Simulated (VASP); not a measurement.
AlH2: single point with PBE

The system is AlH2.

```
CELL_PARAMETERS angstrom
3.32616 0.00000 0.00000
-1.66308 2.88054 0.00000
0.00000 0.00000 2.71492
ATOMIC_POSITIONS crystal
Al 0.00000 0.00000 0.00000
H 0.33333 0.66667 0.00000
H 0.66667 0.33333 0.00000
```

```yaml
Program: VASP 6.6.1
Task: single point
Functional: PBE
Potentials_or_basis: VASP PAW PBE potentials, release 64 (Al, H)
Cutoff: 520 eV
k_mesh: 18 × 18 × 16
Occupations: gaussian, width 0.1 eV
Spin: no spin polarisation
Dipole_correction: no
k_mesh_for_the_DOS: 27 × 27 × 24
Occupations_for_the_DOS: tetrahedron
Further_INCAR_settings: ALGO = Fast; EDIFF = 1e-06
```

```yaml
Valence_electrons_inside_the_program's_atomic_spheres: Al 0.74; H 0.52
```

Levels at points of the mesh, in eV from the Fermi level:
```csv
k point,band 1,band 2,band 3,band 4,band 5,band 6
"(0.00, 0.00, 0.00)",-11.23,1.89,3.69,6.43,6.43,7.85
"(0.00, 0.00, 0.50)",-8.63,-3.17,2.98,9.64,9.64,10.42
```

Run time: 110 s on 1 thread of Oxide Virtual Turin-like Processor, on a shared host, peak memory 0.27 GiB.
